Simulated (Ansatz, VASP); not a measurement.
# Te2Mo, level by level in two programs

```xyz
12
Lattice="6.3719 0.0000 0.0000 0.0000 3.4920 0.0000 -0.9531 0.0000 13.9192" Properties=species:S:1:pos:R:3 pbc="T T T"
Te    5.4371    2.6190    8.4142
Te   -0.0182    0.8730    5.5050
Te    4.9424    0.8730   11.8508
Te    0.4765    2.6190    2.0684
Te    1.7667    2.6190   12.4646
Te    3.6522    0.8730    1.4546
Te    2.2061    0.8730    9.0252
Te    3.2128    2.6190    4.8940
Mo    4.2579    2.6190   13.8162
Mo    1.1609    0.8730    0.1030
Mo    3.8748    0.8730    6.8677
Mo    1.5441    2.6190    7.0515
```

Single points on this cell with VASP 6.6.1 and Ansatz 0.2.0. Each row is one pair of runs. Alike in all rows: spin: off; k mesh: 4 × 8 × 2; smearing: fermi-dirac, width 0.05 eV; VASP's potentials, cutoff: VASP PAW PBE potentials, release 64 (Te, Mo_sv), 520 eV; Ansatz's potentials, cutoff: Ansatz PAW, 420 eV.

| level | gap on the k mesh at the Fermi level (eV), VASP | gap on the k mesh at the Fermi level (eV), Ansatz | pressure (GPa), VASP | pressure (GPa), Ansatz | rms of the force components (eV/Å), VASP | rms of the force components (eV/Å), Ansatz |
| --- | --- | --- | --- | --- | --- | --- |
| PBE+D3(BJ) | none | none | -2.7 | -2.6 | 0.090 | 0.095 |
| RPBE+D3(BJ) | none | none | -18.8 | -18.7 | 0.501 | 0.502 |
| BLYP | none | none | 6.7 | 6.4 | 0.128 | 0.112 |
| PBE exchange alone | none | none | 14.0 | 13.9 | 0.377 | 0.367 |
| PBE | none | none | 0.5 | 0.6 | 0.090 | 0.095 |

Pressure (GPa): the two programs differ by at most 0.32; rms of the force components (eV/Å): the two programs differ by at most 0.0166.

VASP's potentials hold 104 valence electrons a cell and Ansatz's 184, so a difference there can come from the potentials and not from the codes.

A gap of «none» marks a metal or a gap that the smearing closes.

Spin-orbit coupling is off throughout.
